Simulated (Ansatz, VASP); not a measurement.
## Two plane-wave programs on Ca6F

Contents of INCAR:

```
SYSTEM = Ca6F
PREC     = Accurate       ! precision mode
ENCUT    = 520            ! plane-wave cutoff, eV
EDIFF    = 1E-6           ! SCF threshold, eV
ISMEAR   = 0              ! smearing method
SIGMA    = 0.1            ! smearing width, eV
LREAL    = .FALSE.        ! projectors in reciprocal space
LASPH    = .TRUE.         ! aspherical terms in the spheres
NELM     = 150            ! most SCF steps
ALGO     = Normal         ! electronic algorithm
ISIF     = 2              ! what is computed and relaxed
LWAVE    = .FALSE.        ! write WAVECAR
LCHARG   = .FALSE.        ! write CHGCAR
ISPIN    = 2              ! spin polarisation
MAGMOM   = 0 0 0 0 0 0 1  ! initial moments
LORBIT   = 11             ! projections on sites
GGA      = PE             ! functional
NBANDS   = 46             ! bands
```

File KPOINTS:

```
regular mesh
0
G
  4 4 4
  0 0 0
```

File POSCAR:

```
Ca6F
1.0
    0.0000000000      4.3127090600      4.3127090600
    4.3127090600      0.0000000000      4.3127090600
    4.3127090600      4.3127090600      0.0000000000
Ca F
6 1
Direct
    0.2266721100      0.7733278900      0.7733278900
    0.7733278900      0.2266721100      0.2266721100
    0.7733278900      0.2266721100      0.7733278900
    0.2266721100      0.7733278900      0.2266721100
    0.7733278900      0.7733278900      0.2266721100
    0.2266721100      0.2266721100      0.7733278900
    0.5000000000      0.5000000000      0.5000000000
```

Input for Ansatz:

```yaml
crystal:
  lattice:
    - [0.0, 4.31270906, 4.31270906]
    - [4.31270906, 0.0, 4.31270906]
    - [4.31270906, 4.31270906, 0.0]
  atoms:
    - { symbol: Ca, position: [0.22667211, 0.77332789, 0.77332789] }
    - { symbol: Ca, position: [0.77332789, 0.22667211, 0.22667211] }
    - { symbol: Ca, position: [0.77332789, 0.22667211, 0.77332789] }
    - { symbol: Ca, position: [0.22667211, 0.77332789, 0.22667211] }
    - { symbol: Ca, position: [0.77332789, 0.77332789, 0.22667211] }
    - { symbol: Ca, position: [0.22667211, 0.22667211, 0.77332789] }
    - { symbol: F, position: [0.5, 0.5, 0.5], spin: 1.0 }
basis:
  ecutwfc: 420
kpoints:
  mp_grid: { grid: [4, 4, 4] }
hamiltonian:
  xc: pbe
scf:
  occupations: { method: gaussian, width: 0.1 }
  lower_state_search: "off"
output:
  forces: true
  stress: true
  eigenvalues: true
  populations: true
magnetization:
  spin_polarized: true
```

Alike in both runs: task single point; functional PBE; k mesh 4 × 4 × 4; occupations gaussian, width 0.1 eV; collinear spin.

|  | VASP | Ansatz |
| --- | --- | --- |
| version | VASP 6.6.1 | Ansatz 0.2.0 |
| potentials or method | VASP PAW PBE potentials, release 64 (Ca_sv, F), cutoff 520 eV | scalar-relativistic, plane waves, PAW |
| valence electrons in the cell | 67 | 67 |

|  | VASP | Ansatz | Ansatz less VASP |
| --- | --- | --- | --- |
| gap on the k mesh at the Fermi level (eV) | none | none | - |
| pressure (GPa) | 23.3 | 23.1 | -0.23 |
| rms of the force components (eV/Å) | 1.824 | 1.814 | -0.0107 |
| net moment per atom (μB) | 0.01 | 0.00 | -0.012 |

Atom by atom the forces differ by 0.011 eV/Å (rms over components). A gap of «none» marks a metal or a gap that the smearing closes. With one functional, cell and mesh, what is left measures potentials, basis and numerics. Ansatz's warnings: seeded moment not kept.
